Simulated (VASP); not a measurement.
# MgI2 (P-3m1) in VASP: a series of runs

Runs on MgI2. Level: PBE. Tasks: single point.

All numbers are computed with VASP 6.6.1; they aren't measurements. Logs are shortened: lines on timing, memory, paths and dates and some standing lists are left out, and cuts for length are marked.

## 1. The cell of the first run

It takes space group P-3m1 (No. 164, trigonal). Conventional cell: a = 4.087 Å, b = 4.087 Å, c = 7.089 Å, α = 90.00°, β = 90.00°, γ = 120.00°. Within 3.8 Å of Mg (site symmetry -3m) lie 6 I at 2.92 Å. Within 3.8 Å of I (site symmetry 3m) lie 3 Mg at 2.92 Å.

## 2. Single point, PBE

Contents of INCAR:

```
SYSTEM = MgI2
ALGO = Normal ; EDIFF = 1E-7
ENCUT = 520 ; GGA = PE
ISIF = 2 ; ISMEAR = 0
LASPH = .TRUE. ; LCHARG = .TRUE.
LELF = .TRUE. ; LREAL = .FALSE.
LVHAR = .TRUE. ; LWAVE = .FALSE.
NBANDS = 15 ; NELM = 80
PREC = Accurate ; SIGMA = 0.05
```

Contents of KPOINTS:

```
k-points
0
G
  6 6 4
  0 0 0
```

Contents of POSCAR:

```
MgI2
1.0
    4.0866932408      0.0000000000      0.0000000000
   -2.0433466204      3.5391801640      0.0000000000
    0.0000000000      0.0000000000      7.0888683846
Mg I
1 2
Direct
    0.0000000000      0.0000000000      0.0000000000
    0.3333333333      0.6666666667      0.7576300000
    0.6666666667      0.3333333333      0.2423700000
```

Potentials or basis: VASP PAW PBE potentials, release 64 (Mg, I).

Started as:

```console
$ cat potpaw_PBE.64/Mg/POTCAR potpaw_PBE.64/I/POTCAR > POTCAR
$ mpirun -np 1 vasp_std > vasp.out
```

OUTCAR:

```text
SYSTEM = MgI2
   EDIFF = 1E-7
   ENCUT = 520
   GGA = PE
   ISIF = 2
   ISMEAR = 0
   LASPH = .TRUE.
   LREAL = .FALSE.
   NELM = 80
   PREC = Accurate

 ion  position               nearest neighbor table
   1  0.000  0.000  0.000-   2 2.92   3 2.92   2 2.92   3 2.92   3 2.92   2 2.92
   2  0.333  0.667  0.758-   1 2.92   1 2.92   1 2.92
   3  0.667  0.333  0.242-   1 2.92   1 2.92   1 2.92

  LATTYP: Found a hexagonal cell.
 ALAT       =     4.0866932408
 C/A-ratio  =     1.7346220934

  Lattice vectors:

 A1 = (   4.0866932408,   0.0000000000,   0.0000000000)
 A2 = (  -2.0433466204,   3.5391801640,   0.0000000000)
 A3 = (   0.0000000000,   0.0000000000,   7.0888683846)

Analysis of symmetry for initial positions (statically):
=====================================================================
 Subroutine PRICEL returns:
 Original cell was already a primitive cell.

 Routine SETGRP: Setting up the symmetry group for a
 hexagonal supercell.

 Subroutine GETGRP returns: Found 12 space group operations
 (whereof 12 operations were pure point group operations)
 out of a pool of 24 trial point group operations.

The static configuration has the point symmetry D_3d.

Analysis of symmetry for dynamics (positions and initial velocities):
=====================================================================
 Subroutine PRICEL returns:
 Original cell was already a primitive cell.

 Routine SETGRP: Setting up the symmetry group for a
 hexagonal supercell.

 Subroutine GETGRP returns: Found 12 space group operations
 (whereof 12 operations were pure point group operations)
 out of a pool of 24 trial point group operations.

The dynamic configuration has the point symmetry D_3d.

 Subroutine INISYM returns: Found 12 space group operations
 (whereof 12 operations are pure point group operations),
 and found     1 'primitive' translations

----------------------------------------------------------------------------------------

                                     Primitive cell

  volume of cell :     102.5302

  direct lattice vectors                    reciprocal lattice vectors
     4.086693241  0.000000000  0.000000000     0.244696614  0.141275656  0.000000000
    -2.043346620  3.539180164  0.000000000     0.000000000  0.282551312  0.000000000
     0.000000000  0.000000000  7.088868385     0.000000000  0.000000000  0.141066239

  length of vectors
     4.086693241  4.086693241  7.088868385     0.282551312  0.282551312  0.141066239

  position of ions in fractional coordinates (direct lattice)
     0.000000000  0.000000000  0.000000000
     0.333333333  0.666666667  0.757630000
     0.666666667  0.333333333  0.242370000

  ion indices of the primitive-cell ions
   primitive index   ion index
                 1           1
                 2           2
                 3           3

----------------------------------------------------------------------------------------

 KPOINTS: k-points

Automatic generation of k-mesh.
 Grid dimensions read from file:
 generate k-points for:    6    6    4

 Generating k-lattice:

  Cartesian coordinates                     Fractional coordinates (reciprocal lattice)
     0.040782769  0.023545943  0.000000000     0.166666667 -0.000000000  0.000000000
     0.000000000  0.047091885  0.000000000     0.000000000  0.166666667  0.000000000
     0.000000000  0.000000000  0.035266560     0.000000000  0.000000000  0.250000000

  Length of vectors
     0.047091885  0.047091885  0.035266560

  Shift w.r.t. Gamma in fractional coordinates (k-lattice)
     0.000000000  0.000000000  0.000000000

 Subroutine IBZKPT returns following result:
 ===========================================

 Found     24 irreducible k-points:

 Following reciprocal coordinates:
            Coordinates               Weight
  0.000000  0.000000  0.000000      1.000000
  0.166667 -0.000000  0.000000      6.000000
  0.333333  0.000000  0.000000      6.000000
  0.500000  0.000000  0.000000      3.000000
  0.166667  0.166667  0.000000      6.000000
  0.333333  0.166667  0.000000     12.000000
[... 16 lines left out ...]
  0.333333  0.166667  0.500000     12.000000
  0.333333  0.333333  0.500000      2.000000
   k-points           NKPTS =     24   k-points in BZ     NKDIM =     24   number of bands    NBANDS=     15
   number of dos      NEDOS =    301   number of ions     NIONS =      3
   total plane-waves  NPLWV =  48600
   dimension x,y,z NGX =    30 NGY =   30 NGZ =   54
   dimension x,y,z NGXF=    60 NGYF=   60 NGZF=  108
   ions per type =               1   2
   NGX,Y,Z   is equivalent  to a cutoff of  12.20, 12.20, 12.66 a.u.
   NGXF,Y,Z  is equivalent  to a cutoff of  24.41, 24.41, 25.33 a.u.
 SYSTEM =  MgI2
   PREC   = accura    normal or accurate (medium, high low for compatibility)
   ISTART =      0    job   : 0-new  1-cont  2-samecut
   ICHARG =      2    charge: 1-file 2-atom 10-const
   ISPIN  =      1    spin polarized calculation?
   LNONCOLLINEAR =      F non collinear calculations
   LSORBIT =      F    spin-orbit coupling
   LASPH  =      T    aspherical Exc in radial PAW
   ENCUT  =  520.0 eV  38.22 Ry    6.18 a.u.   7.60  7.60 13.18*2*pi/ulx,y,z
   NELM   =     80;   NELMIN=  2; NELMDL= -5     # of ELM steps
   EDIFF  = 0.1E-06   stopping-criterion for ELM
   LREAL  =      F    real-space projection
   EDIFFG = 0.1E-05   stopping-criterion for IOM
   NSW    =      0    number of steps for IOM
   IBRION =     -1    ionic relax: 0-MD 1-quasi-New 2-CG
   NFREE  =      0    steps in history (QN), initial steepest desc. (CG)
   ISIF   =      2    stress and relaxation
   ISYM   =      2    0-nonsym 1-usesym 2-fastsym
   POTIM  = 0.5000    time-step for ionic-motion
   TEBEG  =    0.0;   TEEND  =   0.0 temperature during run
   PSTRESS=    0.0 pullay stress
   NELECT =      16.0000    total number of electrons
   NUPDOWN=      -1.0000    fix difference up-down
   EMIN   =  10.00;   EMAX   =-10.00  energy-range for DOS
   EFERMI =   0.00;   METHOD = LEGACY
   ISMEAR =     0;   SIGMA  =   0.05  broadening in eV -4-tet -1-fermi 0-gaus
   EFERMI_NEDOS =   21; number of points for ismear=-14 and -15
   IALGO  =     38    algorithm
   IMIX   =      4    mixing-type and parameters
     AMIX     =   0.40;   BMIX     =  1.00
     AMIX_MAG =   1.60;   BMIX_MAG =  1.00
  volume/ion in A,a.u.               =      34.18       230.64
  Fermi-wavevector in a.u.,A,eV,Ry     =   0.881382  1.665571 10.569477  0.776835
  Thomas-Fermi vector in A             =   2.001871
   LORBIT       =      0    0 simple, 1 ext, 2 COOP (PROOUT), +10 PAW based schemes
   GGA     = PE    functional components
   LHFCALC =     F    Hartree Fock is set to
   AEXX    =    0.0000 exact exchange contribution
   IVDW    =     0    specifies the selected vdW correction
   LEPSILON=     F    determine dielectric tensor
   LRPA    =     F    only Hartree local field effects (RPA)
 non-spin polarized calculation
 Gauss-broadening in eV      SIGMA  =   0.05
  energy-cutoff  :      520.00
  volume of cell :      102.53
 maximum number of plane-waves:      2829
   NGX = 15   NGY = 15   NGZ = 27

 number of electron      15.9999997 magnetization

 Free energy of the ion-electron system (eV)
  ---------------------------------------------------
  ext. energy  EPLUGINS =         0.00000000
  ---------------------------------------------------
  free energy    TOTEN  =        -7.68480990 eV

  energy without entropy =       -7.68480990  energy(sigma->0) =       -7.68480990

 E-fermi :   2.5633     XC(G=0):  -8.2080

 val. band max:        2.3577767976   @ k =   0.0000   0.0000   0.0000
 cond. band min:       5.8242514587   @ k =   0.5000   0.0000   0.5000
 fundamental gap:      3.4664746611
 Fermi energy:         2.5632688954

 k-point     1 :       0.0000    0.0000    0.0000
  band No.  band energies     occupation
      1      -9.7789      2.00000
      2      -9.1437      2.00000
      3      -1.2988      2.00000
      4       2.0264      2.00000
      5       2.0264      2.00000
      6       2.0958      2.00000
      7       2.3578      2.00000
      8       2.3578      2.00000
      9       6.0767      0.00000
     10       7.2705      0.00000
     11       9.1911      0.00000
     12       9.1911      0.00000
     13       9.5036      0.00000
     14      10.5665      0.00000
     15      10.5665      0.00000

 k-point     2 :       0.1667   -0.0000    0.0000
  band No.  band energies     occupation
      1      -9.6288      2.00000
      2      -9.0548      2.00000
      3      -1.0946      2.00000
      4       0.9671      2.00000
      5       1.4263      2.00000
      6       1.7105      2.00000
      7       2.0384      2.00000
      8       2.2687      2.00000
      9       6.9361      0.00000
     10       7.8224      0.00000
     11       8.6317      0.00000
     12       9.4690      0.00000
     13       9.5377      0.00000
     14      10.3896      0.00000
     15      10.9457      0.00000

 k-point     3 :       0.3333    0.0000    0.0000
  band No.  band energies     occupation
      1      -9.2724      2.00000
      2      -8.8870      2.00000
      3      -0.8806      2.00000
      4      -0.3080      2.00000
      5       0.3015      2.00000
      6       1.2551      2.00000
      7       1.7451      2.00000
      8       2.0108      2.00000
      9       6.4395      0.00000
     10       7.7469      0.00000
     11       8.1232      0.00000
     12       9.4863      0.00000
     13       9.6430      0.00000
     14      10.8932      0.00000
     15      11.5716      0.00000

 k-point     4 :       0.5000    0.0000    0.0000
  band No.  band energies     occupation
      1      -9.0274      2.00000
      2      -8.8414      2.00000
      3      -1.3160      2.00000
      4      -0.6042      2.00000
      5       0.4144      2.00000
      6       1.0679      2.00000
      7       1.3512      2.00000
      8       1.8792      2.00000
      9       5.9828      0.00000
     10       7.6206      0.00000
     11       7.7024      0.00000
     12       9.3263      0.00000
     13       9.8647      0.00000
     14      11.4798      0.00000
     15      11.7978      0.00000
[... 307 lines left out ...]
 k-point    22 :       0.1667    0.1667    0.5000
  band No.  band energies     occupation
      1      -9.2740      2.00000
      2      -9.0405      2.00000
      3      -0.6871      2.00000
      4       0.0024      2.00000
      5       0.8065      2.00000
      6       1.2178      2.00000
      7       1.5340      2.00000
      8       1.6724      2.00000
      9       7.0050      0.00000
     10       8.1672      0.00000
     11       9.1315      0.00000
     12       9.1391      0.00000
     13       9.6664      0.00000
     14       9.9742      0.00000
     15      10.9841      0.00000

 k-point    23 :       0.3333    0.1667    0.5000
  band No.  band energies     occupation
      1      -8.9904      2.00000
      2      -8.8827      2.00000
      3      -1.1196      2.00000
      4      -0.6563      2.00000
      5       0.4349      2.00000
      6       0.7507      2.00000
      7       1.4976      2.00000
      8       1.6361      2.00000
      9       6.5481      0.00000
     10       7.7518      0.00000
     11       8.4423      0.00000
     12       9.2486      0.00000
     13       9.4104      0.00000
     14      10.5247      0.00000
     15      11.7522      0.00000

 k-point    24 :       0.3333    0.3333    0.5000
  band No.  band energies     occupation
      1      -8.8594      2.00000
      2      -8.8594      2.00000
      3      -0.8458      2.00000
      4      -0.4237      2.00000
      5      -0.4237      2.00000
      6       0.0496      2.00000
      7       1.6342      2.00000
      8       1.6342      2.00000
      9       6.9820      0.00000
     10       7.9041      0.00000
     11       7.9041      0.00000
     12       9.4838      0.00000
     13      10.8942      0.00000
     14      11.0946      0.00000
     15      11.3242      0.00000

------------------------ aborting loop because EDIFF is reached ----------------------------------------

  FORCE on cell =-STRESS in cart. coord.  units (eV):
  Direction    XX          YY          ZZ          XY          YZ          ZX
  --------------------------------------------------------------------------------------
  -------------------------------------------------------------------------------------
  Total        1.0941687      1.0941687      0.2477347      0.0000000      0.0000000      0.0000000
  in kB       17.0979183     17.0979183      3.8712017      0.0000000      0.0000000      0.0000000
  external PRESSURE =      12.6890128 kB  Pullay stress =       0.0000000 kB

 VOLUME and BASIS-vectors are now :
 -----------------------------------------------------------------------------
  energy-cutoff  :      520.00
  volume of cell :      102.53
      direct lattice vectors                 reciprocal lattice vectors
     4.086693241  0.000000000  0.000000000     0.244696614  0.141275656  0.000000000
    -2.043346620  3.539180164  0.000000000     0.000000000  0.282551312  0.000000000
     0.000000000  0.000000000  7.088868385     0.000000000  0.000000000  0.141066239

 POSITION                                       TOTAL-FORCE (eV/Angst)
 -----------------------------------------------------------------------------------
      0.00000      0.00000      0.00000        -0.000000      0.000000     -0.000000
     -0.00000      2.35945      5.37074         0.000000      0.000000      0.103542
      2.04335      1.17973      1.71813        -0.000000     -0.000000     -0.103542
 -----------------------------------------------------------------------------------
    total drift:                                0.000000     -0.000000     -0.000000

  FREE ENERGIE OF THE ION-ELECTRON SYSTEM (eV)
  ---------------------------------------------------
  free  energy   TOTEN  =        -7.6848098967 eV

  energy  without entropy=       -7.6848098967  energy(sigma->0) =       -7.68480990
```

Wall time 51 s (1 thread of AMD EPYC 7R43 (Zen 3), shared host); peak memory 0.18 GiB.

Results:

```yaml
Free_energy: -7.6848 eV
Pressure: 1.3 GPa
Largest_force: 0.104 eV/Å
Band_gap_on_the_k_mesh: 3.47 eV, indirect (least direct gap 3.72 eV)
```

Forces in eV/Å, atoms in the order of the input:
```
Mg   0.000  0.000  0.000
I    0.000  0.000  0.104
I    0.000  0.000 -0.104
```

Caveat: spin-orbit coupling is left out, which moves the levels of the heavy elements; this functional lacks dispersion, which binds the layers, so the pressure and a relaxed spacing across them are unreliable.

## 3. Single point, PBE

This run uses another cell than the first one, of the same volume but with other edges.

Contents of INCAR:

```
  ALGO = Normal
  EDIFF = 1E-6
  ENCUT = 520
  GGA = PE
  ISIF = 2
  ISMEAR = 0
  LASPH = True
  LCHARG = True
  LELF = True
  LREAL = False
  LVHAR = True
  LWAVE = False
  NBANDS = 15
  NELM = 100
  PREC = Accurate
  SIGMA = 0.05
```

Contents of KPOINTS:

```
k-points
0
Gamma
  6 6 4
```

Contents of POSCAR:

```
MgI2
1.0
    4.4744378167      0.0000000000      0.0000000000
   -2.2372189084      3.8749768170      0.0000000000
    0.0000000000      0.0000000000      5.9134923372
Mg I
1 2
Direct
    0.0000000000      0.0000000000      0.0000000000
    0.3333333333      0.6666666667      0.7576300000
    0.6666666667      0.3333333333      0.2423700000
```

Potentials or basis: VASP PAW PBE potentials, release 64 (Mg, I).

Started as:

```console
$ cat potpaw_PBE.64/Mg/POTCAR potpaw_PBE.64/I/POTCAR > POTCAR
$ mpirun -np 1 vasp_std > vasp.out
```

Run time: 55 s. Hardware: 1 thread of AMD EPYC 7R43 (Zen 3), shared host; peak memory 0.2 GiB.

It converged, with:

```
Free energy            : -7.4148 eV
Pressure               : 1.1 GPa
Largest force          : 0.352 eV/Å
Band gap on the k mesh : 2.26 eV, direct
```

Forces in eV/Å, atoms in the order of the input:
```
Mg   0.000  0.000  0.000
I    0.000  0.000 -0.352
I    0.000  0.000  0.352
```

Stress tensor (GPa, compression positive):
```
-0.55  0.00  0.00
 0.00 -0.55  0.00
 0.00  0.00  4.43
```

Levels at points of the mesh, in eV from the valence-band top:
```tsv
k point	band 4	band 5	band 6	band 7	band 8	band 9	band 10	band 11	band 12	band 13
(0.00, 0.00, 0.00)	-1.90	-1.90	-1.21	-1.21	0.00	2.26	3.38	5.30	5.30	7.14
(0.50, 0.00, 0.00)	-3.08	-2.75	-2.36	-1.45	-1.11	2.57	4.71	5.28	5.96	8.11
(0.00, 0.00, 0.50)	-1.86	-1.66	-1.66	-1.44	-1.44	3.23	3.74	4.83	4.83	6.29
(0.50, 0.00, 0.50)	-3.90	-2.39	-1.68	-1.20	-1.20	2.91	4.56	6.20	6.36	7.29
```

Caveat: spin-orbit coupling is left out, which moves the levels of the heavy elements; this functional lacks dispersion, which binds the layers, so the pressure and a relaxed spacing across them are unreliable. A k mesh can miss the band edges.

[end of part 1 of 2]
